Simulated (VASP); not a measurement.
# In3GaP2 (P4/mmm) in VASP: a series of runs, part 2 of 2

VASP 6.6.1. Earlier steps stand in the parts before.

## (4) Relaxation of cell and atoms, PBE

This run uses another cell than the first one, of 21.50 Å³/atom, 0.824 times its volume.

Contents of INCAR:

```
SYSTEM = In3GaP2
PREC = Accurate
ENCUT = 600
EDIFF = 1E-6
ISMEAR = 0
SIGMA = 0.1
LREAL = .False.
LASPH = .True.
NELM = 100
ALGO = Normal
ISIF = 3
LWAVE = .False.
LCHARG = .False.
GGA = PE
IBRION = 2
NSW = 90
EDIFFG = -0.04
```

Contents of KPOINTS:

```
Automatic mesh
0
Gamma
  4 4 4
  0 0 0
```

Contents of POSCAR:

```
In3GaP2
1.0
    5.4530959800      0.0000000000      0.0000000000
    0.0000000000      5.4530959800      0.0000000000
    0.0000000000      0.0000000000      4.3380685100
In Ga P
3 1 2
Direct
    0.5000000000      0.5000000000      0.5000000000
    0.5000000000      0.0000000000      0.0000000000
    0.0000000000      0.5000000000      0.0000000000
    0.0000000000      0.0000000000      0.5000000000
    0.5000000000      0.5000000000      0.0000000000
    0.0000000000      0.0000000000      0.0000000000
```

Potentials or basis: VASP PAW PBE potentials, release 64 (In_d, Ga_d, P).

Run with:

```sh
$ cat potpaw_PBE.64/In_d/POTCAR potpaw_PBE.64/Ga_d/POTCAR potpaw_PBE.64/P/POTCAR > POTCAR
$ mpirun -np 1 vasp_std > vasp.out
```

OUTCAR:

```text
SYSTEM = In3GaP2
   PREC = Accurate
   ENCUT = 600
   EDIFF = 1E-6
   ISMEAR = 0
   LREAL = .False.
   LASPH = .True.
   NELM = 100
   ISIF = 3
   GGA = PE
   IBRION = 2
   NSW = 90
   EDIFFG = -0.04

 ion  position               nearest neighbor table
   1  0.500  0.500  0.500-   5 2.17   5 2.17   2 3.48   2 3.48   3 3.48   3 3.48   2 3.48   2 3.48
                             3 3.48   3 3.48
   2  0.500  0.000  0.000-   5 2.73   6 2.73   5 2.73   6 2.73   1 3.48   1 3.48   1 3.48   1 3.48
                             3 3.86   3 3.86   3 3.86   3 3.86
   3  0.000  0.500  0.000-   5 2.73   6 2.73   6 2.73   5 2.73   1 3.48   1 3.48   1 3.48   1 3.48
                             2 3.86   2 3.86   2 3.86   2 3.86
   4  0.000  0.000  0.500-   6 2.17   6 2.17
   5  0.500  0.500  0.000-   1 2.17   1 2.17   3 2.73   2 2.73   2 2.73   3 2.73
   6  0.000  0.000  0.000-   4 2.17   4 2.17   2 2.73   3 2.73   3 2.73   2 2.73

  LATTYP: Found a simple tetragonal cell.
 ALAT       =     5.4530959800
 C/A-ratio  =     0.7955239603

  Lattice vectors:

 A1 = (   5.4530959800,   0.0000000000,   0.0000000000)
 A2 = (   0.0000000000,   5.4530959800,   0.0000000000)
 A3 = (   0.0000000000,   0.0000000000,   4.3380685100)

Analysis of symmetry for initial positions (statically):
=====================================================================
 Subroutine PRICEL returns:
 Original cell was already a primitive cell.

[... 144 lines left out ...]
  Fermi-wavevector in a.u.,A,eV,Ry     =   1.282364  2.423316 22.374186  1.644456
  Thomas-Fermi vector in A             =   2.414679
   LORBIT       =      0    0 simple, 1 ext, 2 COOP (PROOUT), +10 PAW based schemes
   GGA     = PE    functional components
   LHFCALC =     F    Hartree Fock is set to
   AEXX    =    0.0000 exact exchange contribution
   IVDW    =     0    specifies the selected vdW correction
   LEPSILON=     F    determine dielectric tensor
   LRPA    =     F    only Hartree local field effects (RPA)
 conjugate gradient relaxation of ions
 non-spin polarized calculation
 Gauss-broadening in eV      SIGMA  =   0.10
  energy-cutoff  :      600.00
  volume of cell :      129.00
 maximum number of plane-waves:      4336
 NGX is ok and might be reduce to    48
   NGX = 21   NGY = 21   NGZ = 17

--------------------------------------- Ionic step        1  -------------------------------------------

 number of electron      62.0000002 magnetization

 Free energy of the ion-electron system (eV)
  ---------------------------------------------------
  ext. energy  EPLUGINS =         0.00000000
  ---------------------------------------------------
  free energy    TOTEN  =       -17.19093961 eV

  energy without entropy =      -17.16864039  energy(sigma->0) =      -17.17979000

 E-fermi :   7.6876     XC(G=0): -10.3650

 val. band max:        7.6670612039   @ k =   0.2500   0.0000   0.2500
 cond. band min:       7.6988592498   @ k =   0.2500   0.0000   0.5000
 fundamental gap:      0.0317980460
 Fermi energy:         7.6875829496
[... 1724 lines left out ...]
--------------------------------------- Ionic step        8  -------------------------------------------

 number of electron      62.0000020 magnetization

 Free energy of the ion-electron system (eV)
  ---------------------------------------------------
  ext. energy  EPLUGINS =         0.00000000
  ---------------------------------------------------
  free energy    TOTEN  =       -20.33923063 eV

  energy without entropy =      -20.33547487  energy(sigma->0) =      -20.33735275

 E-fermi :   5.5007     XC(G=0):  -9.4907

 val. band max:        5.4651718254   @ k =   0.0000   0.0000   0.2500
 cond. band min:       5.5541955804   @ k =   0.5000   0.5000   0.0000
 fundamental gap:      0.0890237550
 Fermi energy:         5.5007163667
[... 751 lines left out ...]
  FREE ENERGIE OF THE ION-ELECTRON SYSTEM (eV)
  ---------------------------------------------------
  free  energy   TOTEN  =       -20.3392306346 eV

  energy  without entropy=      -20.3354748720  energy(sigma->0) =      -20.33735275

 reached required accuracy - stopping structural energy minimisation
```

CONTCAR:

```text
In3GaP2
   1.00000000000000
     5.3872948092141835    0.0000000000000000   -0.0000000000000000
    -0.0000000000000000    5.3872948092141835   -0.0000000000000000
     0.0000000000000000    0.0000000000000000    5.3832679222191890
  In              Ga              P
     3     1     2
Direct
     0.5000000000000000    0.5000000000000000    0.5000000000000000
     0.5000000000000000    0.0000000000000000    0.0000000000000000
     0.0000000000000000    0.5000000000000000    0.0000000000000000
     1.0000000000000000    0.0000000000000000    0.5000000000000000
     0.5000000000000000    0.5000000000000000    0.0000000000000000
     1.0000000000000000    0.0000000000000000    0.0000000000000000

  0.00000000E+00  0.00000000E+00  0.00000000E+00
  0.00000000E+00  0.00000000E+00  0.00000000E+00
  0.00000000E+00  0.00000000E+00  0.00000000E+00
  0.00000000E+00  0.00000000E+00  0.00000000E+00
  0.00000000E+00  0.00000000E+00  0.00000000E+00
  0.00000000E+00  0.00000000E+00  0.00000000E+00
```

It took 4.8 min on 1 thread of Intel Xeon 6975P-C (Granite Rapids), shared host; peak memory 0.34 GiB.

What came out:

```
Free energy                            : -20.3392 eV
Relaxed volume                         : 26.04 Å³/atom
Relaxed cell                           : a = 5.387 Å, b = 5.387 Å, c = 5.383 Å, α = 90.00°, β = 90.00°, γ = 90.00°
Space group after relaxing (to 0.05 Å) : P4/mmm (No. 123)
Energy gained by relaxing              : 524.7 meV/atom
Ionic steps                            : 8
Pressure after relaxing                : 0.1 GPa
Band gap on the k mesh                 : zero (band 31 reaches 6.82 eV, above the bottom of band 32 at 3.98 eV)
```

The path:
| step | energy change (eV) | largest force (eV/Å) | pressure (GPa) | volume (Å³) |
| --- | --- | --- | --- | --- |
| 1 | 0.0000 | 0.0000 | 17.66 | 129.00 |
| 2 | -2.8169 | 0.0000 | -4.05 | 176.20 |
| 3 | -2.8584 | 0.0000 | -2.08 | 165.26 |
| 4 | -2.8750 | 0.0000 | -2.95 | 169.62 |
| 5 | -3.1294 | 0.0000 | -0.89 | 160.31 |
| 6 | -3.1297 | 0.0000 | -1.03 | 160.65 |
| 7 | -3.1480 | 0.0000 | -0.07 | 156.76 |
| 8 | -3.1483 | 0.0000 | 0.06 | 156.24 |

Final structure:
```xyz
6
Lattice="5.3873 0.0000 0.0000 0.0000 5.3873 0.0000 0.0000 0.0000 5.3833" Properties=species:S:1:pos:R:3 pbc="T T T"
In    2.6936    2.6936    2.6916
In    2.6936    0.0000    0.0000
In    0.0000    2.6936    0.0000
Ga    5.3873    0.0000    2.6916
P     2.6936    2.6936    0.0000
P     5.3873    0.0000    0.0000
```

Caveat: the k points lie up to 0.29 Å⁻¹ apart in the final cell; the volume moved by over 15 % at a fixed basis, so the end points are rough; spin-orbit coupling is left out, which moves the levels of the heavy elements.

## (5) Single point, PBE

This run uses another cell than the first one, of 25.98 Å³/atom, 0.995 times its volume.

Contents of INCAR:

```
PREC     = Accurate       # precision mode
ENCUT    = 520            # plane-wave cutoff, eV
EDIFF    = 1E-7           # SCF threshold, eV
ISMEAR   = 0              # smearing method
SIGMA    = 0.1            # smearing width, eV
LREAL    = F              # projectors in reciprocal space
LASPH    = T              # aspherical terms in the spheres
NELM     = 80             # most SCF steps
ALGO     = Normal         # electronic algorithm
ISIF     = 2              # what is computed and relaxed
LWAVE    = F              # write WAVECAR
LCHARG   = F              # write CHGCAR
GGA      = PE             # functional
NBANDS   = 40             # bands
```

Contents of KPOINTS:

```
Automatic mesh
0
Gamma
  8 8 8
```

POSCAR, as its differences from that of step 4:

```diff
@@ -2,5 +2,5 @@
 1.0
-    5.4530959800      0.0000000000      0.0000000000
-    0.0000000000      5.4530959800      0.0000000000
-    0.0000000000      0.0000000000      4.3380685100
+    5.4557545940      0.0000000000      0.0000000000
+    0.0000000000      5.4557545940      0.0000000000
+    0.0000000000      0.0000000000      5.2370897729
 In Ga P
```

Run with:

```sh
$ cat potpaw_PBE.64/In_d/POTCAR potpaw_PBE.64/Ga_d/POTCAR potpaw_PBE.64/P/POTCAR > POTCAR
$ mpirun -np 1 vasp_std > vasp.out
```

It took 4.1 min on 1 thread of Intel Xeon 6975P-C (Granite Rapids), shared host; peak memory 0.52 GiB.

Results (log left out):

```yaml
Free_energy: -20.0595 eV
Pressure: 0.0 GPa
Band_gap_on_the_k_mesh: zero (band 31 reaches 7.17 eV, above the bottom of band 32 at 3.73 eV)
```

Levels at points of the mesh, in eV from the Fermi level:
```csv
k point,band 28,band 29,band 30,band 31,band 32,band 33,band 34,band 35
"(0.00, 0.00, 0.00)",-3.14,-2.35,-2.20,-2.20,-1.77,1.36,1.36,2.96
"(0.50, 0.00, 0.00)",-3.71,-3.70,-3.32,1.10,1.13,2.11,2.18,2.38
"(0.50, 0.50, 0.00)",-3.10,-0.64,-0.64,0.30,0.30,0.93,0.93,2.47
"(0.00, 0.00, 0.50)",-1.97,-1.97,-1.73,-0.24,-0.24,1.06,1.13,2.56
"(0.50, 0.00, 0.50)",-3.44,-0.48,-0.35,0.90,1.06,1.32,1.34,1.60
"(0.50, 0.50, 0.50)",-2.32,-0.39,-0.39,1.67,2.39,2.60,2.62,3.35
```

Caveat: spin-orbit coupling is left out, which moves the levels of the heavy elements.

## (6) Overview

```tsv
task	cell	k mesh	cutoff (eV)	gap on the mesh (eV)	pressure (GPa)
single point	a = 5.393, b = 5.393, c = 5.385 Å, 6 atoms	4 × 4 × 4	520	none	-0.1
single point	a = 5.453, b = 5.453, c = 4.338 Å, 6 atoms	4 × 4 × 4	520	none	17.6
relaxation of cell and atoms	relaxed from a = 5.453, b = 5.453, c = 4.338 Å, 6 atoms	4 × 4 × 4	600	none	0.1
single point	a = 5.456, b = 5.456, c = 5.237 Å, 6 atoms	8 × 8 × 8	520	none	0.0
```

Alike in all rows: level PBE; potentials or basis VASP PAW PBE potentials, release 64 (In_d, Ga_d, P); no spin polarisation; smearing gaussian 0.1 eV.

Caveats: some runs use coarse meshes; spin-orbit coupling is left out, which moves the levels of the heavy elements; the volume moved by over 15 % at a fixed basis, so the end points are rough (some runs).

Total energies depend on the potentials used, so only differences within one code and one set of settings carry meaning.
